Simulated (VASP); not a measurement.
# Si (I4_1/amd) in VASP: notebook

Si is run at these levels: PBEsol, PBE+D3(BJ); tasks: relaxation of cell and atoms.

Everything below comes from runs of VASP 6.6.1. Logs are shortened: lines on timing, memory, paths and dates and some standing lists are left out, and cuts for length are marked.

## Step 1: The cell of the first run

The structure is tetragonal, space group I4_1/amd (No. 141). The conventional cell has a = 4.743 Å, b = 4.743 Å, c = 2.659 Å, α = 90.00°, β = 90.00°, γ = 90.00°. Within 3.3 Å of Si (site symmetry -4m2) lie 10 Si at 2.46 to 3.10 Å.

## Step 2: Relaxation of cell and atoms, PBEsol

The input, INCAR:

```
  ALGO = Normal
  EDIFF = 1E-6
  EDIFFG = -0.05
  ENCUT = 600
  GGA = PS
  IBRION = 2
  ISIF = 3
  ISMEAR = -1
  ISYM = 0
  LASPH = True
  LCHARG = False
  LREAL = False
  LWAVE = False
  NELM = 80
  NSW = 80
  PREC = Accurate
  SIGMA = 0.1
```

The input, KPOINTS:

```
k-points
0
Gamma
  11 11 8
```

The input, POSCAR:

```
Si
1.0
   -2.3713700000      2.3713700000      1.3292700000
    2.3713700000     -2.3713700000      1.3292700000
    2.3713700000      2.3713700000     -1.3292700000
Si
2
Direct
    0.2500000000      0.7500000000      0.5000000000
    0.5000000000      0.5000000000      0.0000000000
```

Potentials or basis: VASP PAW PBE potentials, release 64 (Si).

Run with:

```
cat potpaw_PBE.64/Si/POTCAR > POTCAR
mpirun -np 1 vasp_std > vasp.out
```

OUTCAR:

```text
EDIFF = 1E-6
   EDIFFG = -0.05
   ENCUT = 600
   GGA = PS
   IBRION = 2
   ISIF = 3
   ISMEAR = -1
   ISYM = 0
   LASPH = True
   LREAL = False
   NELM = 80
   NSW = 80
   PREC = Accurate

 ion  position               nearest neighbor table
   1  0.250  0.750  0.500-   2 2.46   2 2.46   2 2.46   2 2.46   2 3.10   2 3.10   2 3.10   2 3.10

   2  0.500  0.500  0.000-   1 2.46   1 2.46   1 2.46   1 2.46   1 3.10   1 3.10   1 3.10   1 3.10

IMPORTANT INFORMATION: All symmetrisations will be switched off!
NOSYMM: (Re-)initialisation of all symmetry stuff for point group C_1.

----------------------------------------------------------------------------------------

                                     Primitive cell

  volume of cell :      29.9000

  direct lattice vectors                    reciprocal lattice vectors
    -2.371370000  2.371370000  1.329270000     0.000000000  0.210848581  0.376146306
     2.371370000 -2.371370000  1.329270000     0.210848581  0.000000000  0.376146306
     2.371370000  2.371370000 -1.329270000     0.210848581  0.210848581  0.000000000

  length of vectors
     3.607457565  3.607457565  3.607457565     0.431211280  0.431211280  0.298184923

  position of ions in fractional coordinates (direct lattice)
     0.250000000  0.750000000  0.500000000
     0.500000000  0.500000000  0.000000000

  ion indices of the primitive-cell ions
   primitive index   ion index
                 1           1
                 2           2

----------------------------------------------------------------------------------------

 KPOINTS: k-points

Automatic generation of k-mesh.
 Grid dimensions read from file:
 generate k-points for:   11   11    8

 Generating k-lattice:

  Cartesian coordinates                     Fractional coordinates (reciprocal lattice)
     0.000000000  0.019168053  0.034195119     0.090909091  0.000000000 -0.000000000
     0.019168053  0.000000000  0.034195119     0.000000000  0.090909091 -0.000000000
     0.026356073  0.026356073  0.000000000     0.000000000  0.000000000  0.125000000

  Length of vectors
     0.039201025  0.039201025  0.037273115

  Shift w.r.t. Gamma in fractional coordinates (k-lattice)
     0.000000000  0.000000000  0.000000000

 -----------------------------------------------------------------------------
|                                                                             |
|           W    W    AA    RRRRR   N    N  II  N    N   GGGG   !!!           |
|           W    W   A  A   R    R  NN   N  II  NN   N  G    G  !!!           |
|           W    W  A    A  R    R  N N  N  II  N N  N  G       !!!           |
|           W WW W  AAAAAA  RRRRR   N  N N  II  N  N N  G  GGG   !            |
|           WW  WW  A    A  R   R   N   NN  II  N   NN  G    G                |
|           W    W  A    A  R    R  N    N  II  N    N   GGGG   !!!           |
|                                                                             |
|     Your reciprocal lattice and k-lattice belong to different lattice       |
|     classes:                                                                |
|                                                                             |
|        The reciprocal lattice is body-centered tetragonal,                  |
|        whereas your k-lattice is base-centered monoclinic.                  |
|                                                                             |
|     Results are often still useful ...                                      |
|                                                                             |
 -----------------------------------------------------------------------------

 WARNING: IBZKPT: internal override: KBLOWUP is changed to .FALSE.
      ... skipping the blow-up phase ...

 Subroutine IBZKPT returns following result:
 ===========================================

 Found    485 irreducible k-points:

 Following reciprocal coordinates:
            Coordinates               Weight
  0.000000  0.000000  0.000000      1.000000
  0.090909  0.000000  0.000000      2.000000
  0.181818  0.000000 -0.000000      2.000000
  0.272727  0.000000  0.000000      2.000000
  0.363636  0.000000 -0.000000      2.000000
  0.454545  0.000000  0.000000      2.000000
[... 16 lines left out ...]
  0.454545  0.181818 -0.000000      2.000000
 -0.454545  0.181818 -0.000000      2.000000
 [... further k-points ...]
   k-points           NKPTS =    485   k-points in BZ     NKDIM =    485   number of bands    NBANDS=      8
   number of dos      NEDOS =    301   number of ions     NIONS =      2
   total plane-waves  NPLWV =  27000
   dimension x,y,z NGX =    30 NGY =   30 NGZ =   30
   dimension x,y,z NGXF=    60 NGYF=   60 NGZF=   60
   ions per type =               2
   NGX,Y,Z   is equivalent  to a cutoff of  13.83, 13.83, 13.83 a.u.
   NGXF,Y,Z  is equivalent  to a cutoff of  27.65, 27.65, 27.65 a.u.
 SYSTEM =  unknown system
   PREC   = accura    normal or accurate (medium, high low for compatibility)
   ISTART =      0    job   : 0-new  1-cont  2-samecut
   ICHARG =      2    charge: 1-file 2-atom 10-const
   ISPIN  =      1    spin polarized calculation?
   LNONCOLLINEAR =      F non collinear calculations
   LSORBIT =      F    spin-orbit coupling
   LASPH  =      T    aspherical Exc in radial PAW
   ENCUT  =  600.0 eV  44.10 Ry    6.64 a.u.   7.20  7.20  7.20*2*pi/ulx,y,z
   NELM   =     80;   NELMIN=  2; NELMDL= -5     # of ELM steps
   EDIFF  = 0.1E-05   stopping-criterion for ELM
   LREAL  =      F    real-space projection
   EDIFFG = -.5E-01   stopping-criterion for IOM
   NSW    =     80    number of steps for IOM
   IBRION =      2    ionic relax: 0-MD 1-quasi-New 2-CG
   NFREE  =      1    steps in history (QN), initial steepest desc. (CG)
   ISIF   =      3    stress and relaxation
   ISYM   =      0    0-nonsym 1-usesym 2-fastsym
   POTIM  = 0.5000    time-step for ionic-motion
   TEBEG  =    0.0;   TEEND  =   0.0 temperature during run
   PSTRESS=    0.0 pullay stress
   NELECT =       8.0000    total number of electrons
   NUPDOWN=      -1.0000    fix difference up-down
   EMIN   =  10.00;   EMAX   =-10.00  energy-range for DOS
   EFERMI =   0.00;   METHOD = LEGACY
   ISMEAR =    -1;   SIGMA  =   0.10  broadening in eV -4-tet -1-fermi 0-gaus
   EFERMI_NEDOS =   21; number of points for ismear=-14 and -15
   IALGO  =     38    algorithm
   IMIX   =      4    mixing-type and parameters
     AMIX     =   0.40;   BMIX     =  1.00
     AMIX_MAG =   1.60;   BMIX_MAG =  1.00
  volume/ion in A,a.u.               =      14.95       100.89
  Fermi-wavevector in a.u.,A,eV,Ry     =   1.054907  1.993485 15.140958  1.112829
  Thomas-Fermi vector in A             =   2.190085
   LORBIT       =      0    0 simple, 1 ext, 2 COOP (PROOUT), +10 PAW based schemes
   GGA     = PS    functional components
   LHFCALC =     F    Hartree Fock is set to
   AEXX    =    0.0000 exact exchange contribution
   IVDW    =     0    specifies the selected vdW correction
   LEPSILON=     F    determine dielectric tensor
   LRPA    =     F    only Hartree local field effects (RPA)
 conjugate gradient relaxation of ions
 non-spin polarized calculation
  energy-cutoff  :      600.00
  volume of cell :       29.90
 maximum number of plane-waves:      1010
 NGX is ok and might be reduce to    30
   NGX = 15   NGY = 15   NGZ = 15

--------------------------------------- Ionic step        1  -------------------------------------------

 number of electron       8.0000001 magnetization

 Free energy of the ion-electron system (eV)
  ---------------------------------------------------
  ext. energy  EPLUGINS =         0.00000000
  ---------------------------------------------------
  free energy    TOTEN  =       -11.12217420 eV

  energy without entropy =      -11.09675607  energy(sigma->0) =      -11.10946513

------------------------ aborting loop because EDIFF is reached ----------------------------------------

  FORCE on cell =-STRESS in cart. coord.  units (eV):
  Direction    XX          YY          ZZ          XY          YZ          ZX
  --------------------------------------------------------------------------------------
  -------------------------------------------------------------------------------------
  Total        0.3256881      0.3256892     -0.1283394     -0.0575644      0.0082885      0.0082881
  in kB       17.4518160     17.4518755     -6.8769956     -3.0845567      0.4441365      0.4441156
  external PRESSURE =       9.3422320 kB  Pullay stress =       0.0000000 kB
[... 129 lines left out ...]
  energy  without entropy=      -11.1005575117  energy(sigma->0) =      -11.11386435

--------------------------------------- Ionic step        5  -------------------------------------------

 number of electron       8.0000000 magnetization

 Free energy of the ion-electron system (eV)
  ---------------------------------------------------
  ext. energy  EPLUGINS =         0.00000000
  ---------------------------------------------------
  free energy    TOTEN  =       -11.12799632 eV

  energy without entropy =      -11.10103988  energy(sigma->0) =      -11.11451810

 E-fermi :   9.3299     XC(G=0): -11.0363

 val. band max:        9.3259557790   @ k =   0.0909   0.0000   0.1250
 cond. band min:       9.3313342209   @ k =  -0.4545  -0.0000   0.1250
 fundamental gap:      0.0053784419
 Fermi energy:         9.3299496017

 k-point     1 :       0.0000    0.0000    0.0000
  band No.  band energies     occupation
      1      -4.5799      2.00000
      2       6.6447      2.00000
      3       6.7098      2.00000
      4       7.0465      2.00000
      5      10.6907      0.00000
      6      17.0208      0.00000
      7      18.1265      0.00000
      8      18.1449      0.00000
[... 243 lines left out ...]
 k-point    24 :      -0.4545    0.1818   -0.0000
  band No.  band energies     occupation
      1      -1.5325      2.00000
      2       2.7831      2.00000
      3       7.1373      2.00000
      4       8.3267      1.99991
      5      10.7284      0.00000
      6      12.6055      0.00000
      7      13.8333      0.00000
      8      16.0188      0.00000

 [... further k-points ...]

------------------------ aborting loop because EDIFF is reached ----------------------------------------

  FORCE on cell =-STRESS in cart. coord.  units (eV):
  Direction    XX          YY          ZZ          XY          YZ          ZX
  --------------------------------------------------------------------------------------
  -------------------------------------------------------------------------------------
  Total        0.0383726      0.0383733      0.0204114      0.0335245     -0.0153062     -0.0153063
  in kB        2.0492086      2.0492476      1.0900279      1.7903102     -0.8173989     -0.8174029
  external PRESSURE =       1.7294947 kB  Pullay stress =       0.0000000 kB
[... 17 lines left out ...]
  FREE ENERGIE OF THE ION-ELECTRON SYSTEM (eV)
  ---------------------------------------------------
  free  energy   TOTEN  =       -11.1279963206 eV

  energy  without entropy=      -11.1010398810  energy(sigma->0) =      -11.11451810

 reached required accuracy - stopping structural energy minimisation
```

Wall time 2.6 min (1 thread of AMD EPYC 9R45 (Zen 5), shared host); peak memory 0.23 GiB.

Results:

```yaml
Free_energy: -11.1280 eV
Relaxed_volume: 15.00 Å³/atom
Relaxed_cell: a = 3.642 Å, b = 3.642 Å, c = 3.631 Å, α = 97.33°, β = 97.33°, γ = 138.16°
Space_group_after_relaxing_to_0.1_Å: I4_1/amd (No. 141)
Energy_gained_by_relaxing: 2.9 meV/atom
Ionic_steps: 5
Pressure_after_relaxing: 0.2 GPa
Largest_force_after_relaxing: 0.012 eV/Å
Band_gap_on_the_k_mesh: zero (bands 4 and 5 overlap by 5.43 eV)
```

Forces on the atoms (eV/Å):
```
Si   0.008 -0.008  0.000
Si  -0.008  0.008  0.000
```

The path:
```csv
step,energy change (eV),largest force (eV/Å),pressure (GPa),volume (Å³)
1,0.0000,0.0117,0.93,29.90
2,-0.0030,0.0017,-0.67,30.28
3,-0.0030,0.0012,-0.76,30.30
4,-0.0050,0.0055,-0.33,30.16
5,-0.0058,0.0118,0.17,30.00
```

Final structure:
```xyz
2
Lattice="-2.4050 2.4059 1.3003 2.4059 -2.4050 1.3003 2.3976 2.3976 -1.2986" Properties=species:S:1:pos:R:3 pbc="T T T"
Si    2.4011   -0.0026    0.6510
Si    2.3989    2.3972    0.0017
```

Caveat: the PAW data sets were made with another functional, which shifts forces and pressure a little.

## Step 3: Relaxation of cell and atoms, PBE+D3(BJ)

The input, INCAR:

```
PREC = Accurate
ENCUT = 600
EDIFF = 1E-6
ISMEAR = -1
SIGMA = 0.1
LREAL = F
LASPH = T
NELM = 100
ALGO = Normal
ISIF = 3
LWAVE = F
LCHARG = F
GGA = PE
IVDW = 12
IBRION = 2
NSW = 80
EDIFFG = -0.05
ISYM = 0
```

The input, KPOINTS:

```
regular mesh
0
Gamma
  11 11 8
```

POSCAR is that of step 2.

Potentials or basis: VASP PAW PBE potentials, release 64 (Si).

Run with:

```
cat potpaw_PBE.64/Si/POTCAR > POTCAR
mpirun -np 1 vasp_std > vasp.out
```

It took 2.5 min on 1 thread of AMD EPYC 9R45 (Zen 5), shared host; peak memory 0.24 GiB.

It converged, with:

| Quantity | Value |
| --- | --- |
| Free energy | -11.1011 eV |
| Relaxed volume | 14.74 Å³/atom |
| Relaxed cell | a = 3.625 Å, b = 3.625 Å, c = 3.613 Å, α = 97.27°, β = 97.27°, γ = 138.35° |
| Space group after relaxing (to 0.1 Å) | I4_1/amd (No. 141) |
| Energy gained by relaxing | 3.5 meV/atom |
| Ionic steps | 5 |
| Pressure after relaxing | 0.0 GPa |
| Largest force after relaxing | 0.012 eV/Å |
| Band gap on the k mesh | zero (bands 4 and 5 overlap by 5.47 eV) |
| Dispersion energy per atom | -0.423 eV |

Forces in eV/Å, atoms in the order of the input:
```
Si   0.009 -0.009  0.000
Si  -0.009  0.009  0.000
```

Stress tensor (GPa, compression positive):
```
-0.15  0.24 -0.08
 0.24 -0.15 -0.08
-0.08 -0.08  0.23
```

Step by step:
```
step  energy change (eV)  largest force (eV/Å)  pressure (GPa)  volume (Å³)
   1              0.0000                0.0121           -1.23        29.90
   2             -0.0038                0.0008            0.56        29.41
   3             -0.0038                0.0003            0.73        29.36
   4             -0.0062                0.0067            0.35        29.42
   5             -0.0070                0.0124           -0.03        29.49
```

Final structure:
```xyz
2
Lattice="-2.3954 2.3961 1.2888 2.3961 -2.3954 1.2888 2.3869 2.3869 -1.2875" Properties=species:S:1:pos:R:3 pbc="T T T"
Si    2.3909   -0.0032    0.6451
Si    0.0012   -0.0005    1.2888
```

Levels at points of the mesh, in eV from the Fermi level:
```csv
k point,band 1,band 2,band 3,band 4,band 5,band 6,band 7,band 8
"(0.00, 0.00, 0.00)",-14.06,-2.76,-2.69,-2.31,1.33,7.71,8.91,8.93
"(0.00, 0.00, 0.50)",-10.94,-10.94,0.10,0.10,2.27,2.27,9.10,9.10
```

The gap in the log of VASP goes by the Fermi energy; the results here count the filled bands.